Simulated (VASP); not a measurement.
# GaSiP (P4/nmm) in VASP: further runs

The runs below take GaSiP through single point, relaxation of cell and atoms, with PBE.

Program: VASP 6.6.1. These are calculated values, not measurements. Logs are shortened: lines on timing, memory, paths and dates and some standing lists are left out, and cuts for length are marked.

## (1) The cell of the first run

Symmetry: P4/nmm, No. 129, tetragonal system. Conventional cell: a = 3.836 Å, b = 3.836 Å, c = 8.287 Å, α = 90.00°, β = 90.00°, γ = 90.00°. Within 3.2 Å of Ga (site symmetry 4mm) lie 1 Si at 2.42 Å and 4 P at 2.52 Å. Within 3.2 Å of Si (site symmetry 4mm) lie 1 Ga at 2.42 Å and 4 Si at 2.72 Å. Within 3.3 Å of P (site symmetry -4m2) lie 4 Ga at 2.52 Å and 4 P at 2.71 Å.

## (2) Single point, PBE

File INCAR:

```
PREC = Accurate ; ENCUT = 520
EDIFF = 1E-6 ; ISMEAR = 0
SIGMA = 0.1 ; LREAL = False
LASPH = True ; NELM = 80
ALGO = Fast ; ISIF = 2
LWAVE = False ; LCHARG = True
GGA = PE ; LELF = True
LVHAR = True ; NBANDS = 31
```

File KPOINTS:

```
Automatic mesh
0
Gamma
  10 10 6
```

File POSCAR:

```
GaSiP
1.0
    3.8360496066      0.0000000000      0.0000000000
    0.0000000000      3.8360496066      0.0000000000
    0.0000000000      0.0000000000      8.2872376029
Ga Si P
2 2 2
Direct
    0.5000000000      0.0000000000      0.1980809272
    0.0000000000      0.5000000000      0.8019190728
    0.5000000000      0.0000000000      0.4895296568
    0.0000000000      0.5000000000      0.5104703432
    0.0000000000      0.0000000000      0.0000000000
    0.5000000000      0.5000000000      0.0000000000
```

Potentials or basis: VASP PAW PBE potentials, release 64 (Ga_d, Si, P).

Command:

```console
cat potpaw_PBE.64/Ga_d/POTCAR potpaw_PBE.64/Si/POTCAR potpaw_PBE.64/P/POTCAR > POTCAR
mpirun -np 1 vasp_std > vasp.out
```

OUTCAR:

```text
PREC = Accurate
   ENCUT = 520
   EDIFF = 1E-6
   ISMEAR = 0
   LREAL = False
   LASPH = True
   NELM = 80
   ISIF = 2
   GGA = PE

 ion  position               nearest neighbor table
   1  0.500  0.000  0.198-   3 2.42   5 2.52   6 2.52   6 2.52   5 2.52
   2  0.000  0.500  0.802-   4 2.42   5 2.52   6 2.52   5 2.52   6 2.52
   3  0.500  0.000  0.490-   1 2.42   4 2.72   4 2.72   4 2.72   4 2.72
   4  0.000  0.500  0.510-   2 2.42   3 2.72   3 2.72   3 2.72   3 2.72
   5  0.000  0.000  0.000-   1 2.52   2 2.52   2 2.52   1 2.52   6 2.71   6 2.71   6 2.71   6 2.71

   6  0.500  0.500  0.000-   1 2.52   2 2.52   1 2.52   2 2.52   5 2.71   5 2.71   5 2.71   5 2.71

  LATTYP: Found a simple tetragonal cell.
 ALAT       =     3.8360496066
 C/A-ratio  =     2.1603572562

  Lattice vectors:

 A1 = (   3.8360496066,   0.0000000000,   0.0000000000)
 A2 = (   0.0000000000,   3.8360496066,   0.0000000000)
 A3 = (   0.0000000000,   0.0000000000,   8.2872376029)

Analysis of symmetry for initial positions (statically):
=====================================================================
 Subroutine PRICEL returns:
 Original cell was already a primitive cell.

 Routine SETGRP: Setting up the symmetry group for a
 simple tetragonal supercell.

 Subroutine GETGRP returns: Found 16 space group operations
 (whereof  8 operations were pure point group operations)
 out of a pool of 16 trial point group operations.

The static configuration has the point symmetry D_2d.
 The point group associated with its full space group is D_4h.

Analysis of symmetry for dynamics (positions and initial velocities):
=====================================================================
 Subroutine PRICEL returns:
 Original cell was already a primitive cell.

 Routine SETGRP: Setting up the symmetry group for a
 simple tetragonal supercell.

 Subroutine GETGRP returns: Found 16 space group operations
 (whereof  8 operations were pure point group operations)
 out of a pool of 16 trial point group operations.

The dynamic configuration has the point symmetry D_2d.
 The point group associated with its full space group is D_4h.

 Subroutine INISYM returns: Found 16 space group operations
 (whereof  8 operations are pure point group operations),
 and found     1 'primitive' translations

----------------------------------------------------------------------------------------

                                     Primitive cell

  volume of cell :     121.9490

  direct lattice vectors                    reciprocal lattice vectors
     3.836049607  0.000000000  0.000000000     0.260684846  0.000000000  0.000000000
[... 103 lines left out ...]
   TEBEG  =    0.0;   TEEND  =   0.0 temperature during run
   PSTRESS=    0.0 pullay stress
   NELECT =      44.0000    total number of electrons
   NUPDOWN=      -1.0000    fix difference up-down
   EMIN   =  10.00;   EMAX   =-10.00  energy-range for DOS
   EFERMI =   0.00;   METHOD = LEGACY
   ISMEAR =     0;   SIGMA  =   0.10  broadening in eV -4-tet -1-fermi 0-gaus
   EFERMI_NEDOS =   21; number of points for ismear=-14 and -15
   IALGO  =     68    algorithm
   IMIX   =      4    mixing-type and parameters
     AMIX     =   0.40;   BMIX     =  1.00
     AMIX_MAG =   1.60;   BMIX_MAG =  1.00
  volume/ion in A,a.u.               =      20.32       137.16
  Fermi-wavevector in a.u.,A,eV,Ry     =   1.165466  2.202412 18.480947  1.358311
  Thomas-Fermi vector in A             =   2.301992
   LORBIT       =      0    0 simple, 1 ext, 2 COOP (PROOUT), +10 PAW based schemes
   GGA     = PE    functional components
   LHFCALC =     F    Hartree Fock is set to
   AEXX    =    0.0000 exact exchange contribution
   IVDW    =     0    specifies the selected vdW correction
   LEPSILON=     F    determine dielectric tensor
   LRPA    =     F    only Hartree local field effects (RPA)
 non-spin polarized calculation
 RMM-DIIS sequential band-by-band and
 Gauss-broadening in eV      SIGMA  =   0.10
  energy-cutoff  :      520.00
  volume of cell :      121.95
 maximum number of plane-waves:      3340
 NGX is ok and might be reduce to    30
   NGX = 15   NGY = 15   NGZ = 31

 number of electron      44.0000026 magnetization

 Free energy of the ion-electron system (eV)
  ---------------------------------------------------
  ext. energy  EPLUGINS =         0.00000000
  ---------------------------------------------------
  free energy    TOTEN  =       -25.49762582 eV

  energy without entropy =      -25.49113717  energy(sigma->0) =      -25.49438149

 E-fermi :   5.7019     XC(G=0):  -9.8008

 val. band max:        5.6765205634   @ k =   0.4000   0.4000   0.5000
 cond. band min:       5.7388413892   @ k =   0.4000   0.0000   0.5000
 fundamental gap:      0.0623208258
 Fermi energy:         5.7018878889

 k-point     1 :       0.0000    0.0000    0.0000
  band No.  band energies     occupation
      1      -9.6874      2.00000
      2      -9.6634      2.00000
      3      -9.6604      2.00000
      4      -9.6239      2.00000
      5      -9.6239      2.00000
      6      -9.6167      2.00000
[... 805 lines left out ...]
     30      10.1671      0.00000
     31      10.7971      0.00000

 [... further k-points ...]

------------------------ aborting loop because EDIFF is reached ----------------------------------------

  FORCE on cell =-STRESS in cart. coord.  units (eV):
  Direction    XX          YY          ZZ          XY          YZ          ZX
  --------------------------------------------------------------------------------------
  -------------------------------------------------------------------------------------
  Total        0.0048007      0.0048007      0.0425302      0.0000000      0.0000000      0.0000000
  in kB        0.0630726      0.0630726      0.5587655      0.0000000      0.0000000      0.0000000
  external PRESSURE =       0.2283036 kB  Pullay stress =       0.0000000 kB

 VOLUME and BASIS-vectors are now :
 -----------------------------------------------------------------------------
  energy-cutoff  :      520.00
  volume of cell :      121.95
      direct lattice vectors                 reciprocal lattice vectors
     3.836049607  0.000000000  0.000000000     0.260684846  0.000000000  0.000000000
     0.000000000  3.836049607  0.000000000     0.000000000  0.260684846  0.000000000
     0.000000000  0.000000000  8.287237603     0.000000000  0.000000000  0.120667471

 POSITION                                       TOTAL-FORCE (eV/Angst)
 -----------------------------------------------------------------------------------
      1.91802      0.00000      1.64154         0.000000      0.000000      0.012131
      0.00000      1.91802      6.64569        -0.000000     -0.000000     -0.012131
      1.91802      0.00000      4.05685        -0.000000      0.000000     -0.002179
      0.00000      1.91802      4.23039        -0.000000      0.000000      0.002179
      0.00000      0.00000      0.00000        -0.000000      0.000000      0.000000
      1.91802      1.91802      0.00000         0.000000      0.000000      0.000000
 -----------------------------------------------------------------------------------
    total drift:                                0.000000      0.000000      0.000000

  FREE ENERGIE OF THE ION-ELECTRON SYSTEM (eV)
  ---------------------------------------------------
  free  energy   TOTEN  =       -25.4976258177 eV

  energy  without entropy=      -25.4911371672  energy(sigma->0) =      -25.49438149
```

stdout:

```text
POSCAR found type information on POSCAR GaSiP
 POSCAR found :  3 types and       6 ions
 scaLAPACK will be used
 LDA part: xc-table for (Slater+PW92), standard interpolation
 POSCAR, INCAR and KPOINTS ok, starting setup
 FFT: planning ... GRIDC
 FFT: planning ... GRID_SOFT
 FFT: planning ... GRID
 WAVECAR not read
 entering main loop
```

It took 7 min on 1 thread of Oxide Virtual Turin-like, shared host; peak memory 0.39 GiB.

Results:

| Quantity | Value |
| --- | --- |
| Free energy | -25.4976 eV |
| Pressure | 0.0 GPa |
| Largest force | 0.012 eV/Å |
| Band gap on the k mesh | zero (bands 22 and 23 overlap by 0.39 eV) |

Forces in eV/Å, atoms in the order of the input:
```
Ga   0.000  0.000  0.012
Ga   0.000  0.000 -0.012
Si   0.000  0.000 -0.002
Si   0.000  0.000  0.002
P    0.000  0.000  0.000
P    0.000  0.000  0.000
```

## (3) Relaxation of cell and atoms, PBE

This run uses another cell than the first one, of 15.21 Å³/atom.

File INCAR:

```
PREC = Accurate
ENCUT = 600
EDIFF = 1E-7
ISMEAR = 0
SIGMA = 0.1
LREAL = False
LASPH = True
NELM = 60
ALGO = Normal
ISIF = 3
LWAVE = False
LCHARG = False
GGA = PE
IBRION = 2
NSW = 90
EDIFFG = -0.04
```

File KPOINTS:

```
Automatic mesh
0
Gamma
  6 6 4
```

File POSCAR:

```
GaSiP
1.0
    3.7294447896      0.0000000000      0.0000000000
    0.0000000000      3.7294447896      0.0000000000
    0.0000000000      0.0000000000      6.5633578071
Ga Si P
2 2 2
Direct
    0.5000000000      0.0000000000      0.2055000000
    0.0000000000      0.5000000000      0.7945000000
    0.5000000000      0.0000000000      0.6485000000
    0.0000000000      0.5000000000      0.3515000000
    0.0000000000      0.0000000000      0.0000000000
    0.5000000000      0.5000000000      0.0000000000
```

Potentials or basis: VASP PAW PBE potentials, release 64 (Ga_d, Si, P).

Command:

```console
cat potpaw_PBE.64/Ga_d/POTCAR potpaw_PBE.64/Si/POTCAR potpaw_PBE.64/P/POTCAR > POTCAR
mpirun -np 1 vasp_std > vasp.out
```

OUTCAR:

```text
PREC = Accurate
   ENCUT = 600
   EDIFF = 1E-7
   ISMEAR = 0
   LREAL = False
   LASPH = True
   NELM = 60
   ISIF = 3
   GGA = PE
   IBRION = 2
   NSW = 90
   EDIFFG = -0.04

 ion  position               nearest neighbor table
   1  0.500  0.000  0.206-   5 2.30   6 2.30   6 2.30   5 2.30   4 2.81   4 2.81   4 2.81   4 2.81
                             3 2.91
   2  0.000  0.500  0.794-   5 2.30   6 2.30   5 2.30   6 2.30   3 2.81   3 2.81   3 2.81   3 2.81
                             4 2.91
   3  0.500  0.000  0.648-   2 2.81   2 2.81   2 2.81   2 2.81   1 2.91   6 2.97   6 2.97   5 2.97
                             5 2.97
   4  0.000  0.500  0.352-   1 2.81   1 2.81   1 2.81   1 2.81   2 2.91   5 2.97   6 2.97   6 2.97
                             5 2.97
   5  0.000  0.000  0.000-   1 2.30   2 2.30   2 2.30   1 2.30   6 2.64   6 2.64   6 2.64   6 2.64
                             4 2.97   3 2.97   4 2.97   3 2.97
   6  0.500  0.500  0.000-   1 2.30   2 2.30   1 2.30   2 2.30   5 2.64   5 2.64   5 2.64   5 2.64
                             4 2.97   4 2.97   3 2.97   3 2.97

  LATTYP: Found a simple tetragonal cell.
 ALAT       =     3.7294447896
 C/A-ratio  =     1.7598753105

  Lattice vectors:

 A1 = (   3.7294447896,   0.0000000000,   0.0000000000)
 A2 = (   0.0000000000,   3.7294447896,   0.0000000000)
 A3 = (   0.0000000000,   0.0000000000,   6.5633578071)

Analysis of symmetry for initial positions (statically):
=====================================================================
 Subroutine PRICEL returns:
 Original cell was already a primitive cell.

 Routine SETGRP: Setting up the symmetry group for a
 simple tetragonal supercell.

 Subroutine GETGRP returns: Found 16 space group operations
 (whereof  8 operations were pure point group operations)
 out of a pool of 16 trial point group operations.

The static configuration has the point symmetry D_2d.
 The point group associated with its full space group is D_4h.

Analysis of symmetry for dynamics (positions and initial velocities):
[... 165 lines left out ...]
  ---------------------------------------------------
  ext. energy  EPLUGINS =         0.00000000
  ---------------------------------------------------
  free energy    TOTEN  =       -21.72260891 eV

  energy without entropy =      -21.70808053  energy(sigma->0) =      -21.71534472

------------------------ aborting loop because EDIFF is reached ----------------------------------------

  FORCE on cell =-STRESS in cart. coord.  units (eV):
  Direction    XX          YY          ZZ          XY          YZ          ZX
  --------------------------------------------------------------------------------------
  -------------------------------------------------------------------------------------
  Total       14.0292256     14.0292256      9.9788239      0.0000000      0.0000000      0.0000000
  in kB      246.2236909    246.2236909    175.1360285      0.0000000      0.0000000      0.0000000
  external PRESSURE =     222.5278034 kB  Pullay stress =       0.0000000 kB
[... 101 lines left out ...]
  FREE ENERGIE OF THE ION-ELECTRON SYSTEM (eV)
  ---------------------------------------------------
  free  energy   TOTEN  =       -23.6921925435 eV

  energy  without entropy=      -23.6802040925  energy(sigma->0) =      -23.68619832

[... ionic steps 4 to 39 ...]

--------------------------------------- Ionic step       40  -------------------------------------------

 number of electron      44.0000028 magnetization

------------------------ aborting loop because EDIFF is reached ----------------------------------------
[... 75 lines left out ...]
--------------------------------------- Ionic step       42  -------------------------------------------

 number of electron      44.0000026 magnetization

 Free energy of the ion-electron system (eV)
  ---------------------------------------------------
  ext. energy  EPLUGINS =         0.00000000
  ---------------------------------------------------
  free energy    TOTEN  =       -25.42724214 eV

  energy without entropy =      -25.42024408  energy(sigma->0) =      -25.42374311

 E-fermi :   7.1535     XC(G=0): -10.7496

 val. band max:        7.1169739485   @ k =   0.5000   0.5000   0.2500
 cond. band min:       7.1922026432   @ k =   0.1667   0.1667   0.2500
 fundamental gap:      0.0752286947
 Fermi energy:         7.1534802629

 k-point     1 :       0.0000    0.0000    0.0000
  band No.  band energies     occupation
      1      -8.2279      2.00000
      2      -7.6824      2.00000
      3      -7.6808      2.00000
      4      -7.6648      2.00000
      5      -7.6123      2.00000
      6      -7.6123      2.00000
[... 685 lines left out ...]
     25       9.3126      0.00000
     26       9.3126      0.00000

 [... further k-points ...]

------------------------ aborting loop because EDIFF is reached ----------------------------------------

  FORCE on cell =-STRESS in cart. coord.  units (eV):
  Direction    XX          YY          ZZ          XY          YZ          ZX
  --------------------------------------------------------------------------------------
  -------------------------------------------------------------------------------------
  Total       -0.0041780     -0.0041780      0.0379436      0.0000000      0.0000000     -0.0000000
  in kB       -0.0647247     -0.0647247      0.5878084      0.0000000      0.0000000     -0.0000000
  external PRESSURE =       0.1527864 kB  Pullay stress =       0.0000000 kB
[... 21 lines left out ...]
  FREE ENERGIE OF THE ION-ELECTRON SYSTEM (eV)
  ---------------------------------------------------
  free  energy   TOTEN  =       -25.4272421392 eV

  energy  without entropy=      -25.4202440770  energy(sigma->0) =      -25.42374311

 reached required accuracy - stopping structural energy minimisation
```

Run time: 39 min. Hardware: 1 thread of Oxide Virtual Turin-like, shared host; peak memory 0.23 GiB.

Results:

* Free energy: -25.4272 eV
* Relaxed volume: 17.24 Å³/atom
* Relaxed cell: a = 3.356 Å, b = 3.356 Å, c = 9.183 Å, α = 90.00°, β = 90.00°, γ = 90.00°
* Space group after relaxing (to 0.1 Å): P4/nmm (No. 129)
* Energy gained by relaxing: 617.4 meV/atom
* Ionic steps: 42
* Pressure after relaxing: 0.0 GPa
* Largest force after relaxing: 0.040 eV/Å

Forces in eV/Å, atoms in the order of the input:
```
Ga   0.000  0.000 -0.040
Ga   0.000  0.000  0.040
Si   0.000  0.000 -0.013
Si   0.000  0.000  0.013
P    0.000  0.000  0.000
P    0.000  0.000  0.000
```

The path:
```tsv
step	energy change (eV)	largest force (eV/Å)	pressure (GPa)	volume (Å³)
1	0.0000	4.4337	22.25	91.29
3	-1.9696	1.0809	-2.74	113.30
5	-2.2738	1.0651	4.06	100.78
7	-2.4078	0.3121	1.16	103.83
9	-2.4741	0.2692	0.17	104.83
11	-2.6854	0.7169	-2.45	106.84
13	-2.7971	1.9407	-1.93	108.46
15	-2.8924	2.0016	-1.81	108.96
17	-2.9266	1.9269	-1.76	108.91
19	-3.1583	1.3855	-2.60	107.64
21	-3.3958	0.6030	-1.50	102.68
23	-3.4756	0.1953	-1.46	102.99
25	-3.5382	0.3075	1.23	99.81
27	-3.5684	0.3712	-0.44	102.17
29	-3.5896	0.3940	-2.67	105.77
31	-3.6445	0.3599	-2.52	106.25
33	-3.6662	0.3388	-1.97	106.69
35	-3.6668	0.3466	-2.11	106.63
37	-3.7021	0.0795	0.18	103.27
39	-3.7038	0.0410	0.18	103.23
41	-3.7045	0.0470	0.03	103.39
42	-3.7046	0.0397	0.02	103.42
```

Final structure:
```xyz
6
Lattice="3.3560 0.0000 0.0000 0.0000 3.3560 0.0000 0.0000 0.0000 9.1828" Properties=species:S:1:pos:R:3 pbc="T T T"
Ga    1.6780    0.0000    2.3684
Ga    0.0000    1.6780    6.8143
Si    1.6780    0.0000    5.0858
Si    0.0000    1.6780    4.0970
P     0.0000    0.0000    0.0000
P     1.6780    1.6780    0.0000
```

Caveat: the highest band is partly filled, so the run has too few bands; a cell axis changed by over 15 % at a fixed basis, so the end point is rough.

The gap in the log of VASP goes by the Fermi energy; the results here count the filled bands.